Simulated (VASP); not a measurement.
Set up this calculation in VASP 6.6.1, as the native input.

```
Task                   : single point
Functional             : PBE
Potentials or basis    : VASP PAW PBE potentials, release 64 (Ti_sv)
Cutoff                 : 520 eV
k mesh                 : 24 × 24 × 14
Occupations            : gaussian, width 0.15 eV
Spin                   : no spin polarisation
Dipole correction      : no
Further INCAR settings : ALGO = Fast; EDIFF = 1e-06; NBANDS = 19
```

The structure of Ti lies in POSCAR:

```
Ti
1.0
    2.9384580613      0.0000000000      0.0000000000
   -1.4692290306      2.5447793290      0.0000000000
    0.0000000000      0.0000000000      4.8366593752
Ti
2
Direct
    0.3333333333      0.6666666667      0.2500000000
    0.6666666667      0.3333333333      0.7500000000
```

This cell differs from its parent crystal: strain +0.000 along x and y, +0.040 along z.

One way to write it, as run:

INCAR

```
SYSTEM = Ti
PREC = Accurate ; ENCUT = 520
EDIFF = 1E-6 ; ISMEAR = 0
SIGMA = 0.15 ; LREAL = .FALSE.
LASPH = .TRUE. ; NELM = 60
ALGO = Fast ; ISIF = 2
LWAVE = .FALSE. ; LCHARG = .FALSE.
GGA = PE ; NBANDS = 19
```

KPOINTS

```
Automatic mesh
0
G
  24 24 14
  0 0 0
```

Potentials or basis: VASP PAW PBE potentials, release 64 (Ti_sv).

Run with:

```bash
$ cat potpaw_PBE.64/Ti_sv/POTCAR > POTCAR
$ mpirun -np 1 vasp_std > vasp.out
```

It gave:

```json
{
  "Pressure": "-4.4 GPa",
  "Band gap on the k mesh": "zero (bands 12 and 13 overlap by 0.94 eV)"
}
```

Caveat: the cell differs from its parent crystal (strain +0.000 along x and y, +0.040 along z); the cell stands under tension.

Run time: 5.6 min on 1 thread of Intel(R) Xeon(R) 6975P-C (Granite Rapids) (shared host), peak memory 0.38 GiB.
